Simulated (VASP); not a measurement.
Crystal: V.

```
CELL_PARAMETERS angstrom
0.00000 0.00000 3.02870
3.02870 -3.02870 0.00000
1.51435 1.51435 -1.51435
ATOMIC_POSITIONS crystal
V 0.00000 0.00000 0.00000
V 0.50000 0.50000 0.00000
```

Base run:

| Quantity | Value |
| --- | --- |
| Program | VASP 6.6.1 |
| Functional | PBE |
| Potentials or basis | VASP PAW PBE potentials, release 64 (V_sv) |
| Cutoff | 520 eV |
| k mesh | 9 × 5 × 9 |
| Occupations | fermi-dirac, width 0.05 eV |
| Spin | no spin polarisation |
| Hubbard terms | V d U = 6.0 eV |

Its results: band gap on the k mesh zero (bands 13 and 14 overlap by 1.38 eV); pressure 11.9 GPa.

**Question.** The run is repeated on the same cell with these changes: spin from no spin polarisation to collinear spin, antiferromagnetic start; further incar settings from ALGO = Normal; EDIFF = 1e-06; NBANDS = 20 to ALGO = Normal; EDIFF = 1e-07; NBANDS = 24. What comes out?

**Answer.** Band gap on the k mesh zero (filled and empty bands overlap); pressure 43.6 GPa; net moment 0.00 μB per cell; site moments V +2.51, -2.51 μB.

Caveats: the cell stands under pressure; the U is typed as a test and isn't derived for this compound; U without spin polarisation on a metal has little footing (at least some runs); the antiferromagnetic order is the one typed at the start, and another may lie lower (at least some runs).
